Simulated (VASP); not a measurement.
A run of VASP 6.6.1 is set up as follows.

INCAR

```
SYSTEM = MoW5
  PREC = Accurate
  ENCUT = 520
  EDIFF = 1E-6
  ISMEAR = 0
  SIGMA = 0.2
  LREAL = .False.
  LASPH = .True.
  NELM = 80
  ALGO = Fast
  ISIF = 2
  LWAVE = .False.
  LCHARG = .False.
  GGA = PE
  NBANDS = 96
```

File KPOINTS:

```
regular mesh
0
Gamma
  6 4 2
  0 0 0
```

The input POSCAR:

```
MoW5
1.0
   -0.0003735720     -3.1705955248      0.0001404336
   -6.3924440578      0.0003508253      0.0000580643
   -0.0000011706      0.0003238367     -9.5179116828
Mo W
2 10
Direct
    0.4999856772      0.7500150854      0.5000073321
    0.4999970214      0.2499912087      0.5000032857
    1.0000045922      0.4999890663      0.3337886119
    1.0000062191      0.9999976747      0.3337845115
    0.4999994004      0.7499984694      0.1671360342
    0.4999994190      0.2500028517      0.1671404358
    0.9999998028      0.9999883103     -0.0000037615
    0.9999947807      0.5000094476     -0.0000053924
    0.4999899060      0.7500039463      0.8328565302
    0.5000112158      0.2499896913      0.8328703005
    1.0000116238      0.5000022570      0.6662102940
    0.0000003416      0.0000119910      0.6662118180
```

Potentials or basis: VASP PAW PBE potentials, release 64 (Mo_sv, W_sv).

Command:

```bash
$ cat potpaw_PBE.64/Mo_sv/POTCAR potpaw_PBE.64/W_sv/POTCAR > POTCAR
$ mpirun -np 1 vasp_std > vasp.out
```

Task: What does it give for the band gap on the k mesh?

Result: Zero (bands 84 and 85 overlap by 0.76 eV).

Task: Predict the pressure.

Result: 0.5 GPa.

Forces on the atoms (eV/Å):
```
Mo   0.002 -0.001  0.001
Mo  -0.001  0.000  0.000
W   -0.001  0.000 -0.016
W    0.000  0.000 -0.017
W    0.000  0.000 -0.005
W    0.000  0.000 -0.004
W   -0.001  0.000 -0.001
W    0.001  0.000 -0.001
W    0.001  0.000  0.004
W   -0.001  0.000  0.006
W    0.000  0.001  0.016
W    0.001  0.000  0.016
```

Caveat: spin-orbit coupling is left out, which moves the levels of the heavy elements.
